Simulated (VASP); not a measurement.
CaSe:

```
CELL_PARAMETERS angstrom
0.00000 2.95600 2.95600
2.95600 0.00000 2.95600
2.95600 2.95600 0.00000
ATOMIC_POSITIONS crystal
Ca 0.00000 0.00000 0.00000
Se 0.50000 0.50000 0.50000
```

Base run:

```yaml
Program: VASP 6.6.1
Functional: PBEsol
Potentials_or_basis: VASP PAW PBE potentials, release 64 (Ca_sv, Se)
Cutoff: 400 eV
k_mesh: 7 × 7 × 7
Occupations: fermi-dirac, width 0.02 eV
Spin: no spin polarisation
```

Its results: band gap on the k mesh 1.99 eV (least direct gap 2.91 eV); pressure -0.9 GPa.

Question: The run is repeated on the same cell with these changes: functional from PBEsol to r2SCAN; cutoff from 400 eV to 440 eV. What comes out?

Answer: Band gap on the k mesh 2.55 eV (least direct gap 3.48 eV); pressure 0.8 GPa.

Caveats: the PAW data sets were made with another functional, which shifts forces and pressure a little; an odd mesh through Γ misses points on the zone boundary, where band edges can lie.
